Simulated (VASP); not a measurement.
A run of VASP 6.6.1 is set up as follows.

The input INCAR:

```
SYSTEM = Cu3O2
ALGO     = Normal         ! electronic algorithm
EDIFF    = 1E-6           ! SCF threshold, eV
EDIFFG   = -0.01          ! ionic threshold
ENCUT    = 600            ! plane-wave cutoff, eV
IBRION   = 2              ! ionic algorithm
ISIF     = 3              ! what is computed and relaxed
ISMEAR   = -1             ! smearing method
LASPH    = .True.         ! aspherical terms in the spheres
LCHARG   = .False.        ! write CHGCAR
LREAL    = .False.        ! projectors in reciprocal space
LWAVE    = .False.        ! write WAVECAR
NELM     = 80             ! most SCF steps
NSW      = 60             ! ionic steps
PREC     = Accurate       ! precision mode
SIGMA    = 0.05           ! smearing width, eV
```

File KPOINTS:

```
k-points
0
Gamma
  9 9 9
  0 0 0
```

Contents of POSCAR:

```
Cu3O2
1.0
   -2.0229820000      2.0229820000      3.6736170000
    2.0229820000     -2.0229820000      3.6736170000
    2.0229820000      2.0229820000     -3.6736170000
Cu O
3 2
Direct
    0.0000000000      0.0000000000      0.0000000000
    0.7500000000      0.2500000000      0.5000000000
    0.2500000000      0.7500000000      0.5000000000
    0.5000000000      0.0000000000      0.5000000000
    0.0000000000      0.5000000000      0.5000000000
```

Potentials or basis: VASP PAW LDA potentials, release 64 (Cu, O).

The run is started by

```console
$ cat potpaw_LDA.64/Cu/POTCAR potpaw_LDA.64/O/POTCAR > POTCAR
$ mpirun -np 1 vasp_std > vasp.out
```

**Question.** Estimate the space group after relaxing (to 0.1 Å).

**Answer.** I4/mmm (No. 139).

**Question.** Estimate the relaxed volume.

**Answer.** 11.02 Å³/atom.

**Question.** Predict the band gap on the k mesh.

**Answer.** Zero (an odd number of electrons rules out a gap without spin polarisation).

**Question.** Estimate the relaxed cell.

**Answer.** a = 4.542 Å, b = 4.542 Å, c = 4.542 Å, α = 129.01°, β = 129.01°, γ = 74.99°.

Stress tensor (GPa, compression positive):
```
 0.12  0.00  0.00
 0.00  0.12  0.00
 0.00  0.00 -0.06
```

Caveat: an odd number of electrons without spin polarisation forces a metal; a magnetic or distorted state may lie lower. With open d or f shells a metallic result of LDA can be an artefact of self-interaction; +U or a hybrid may open a gap.
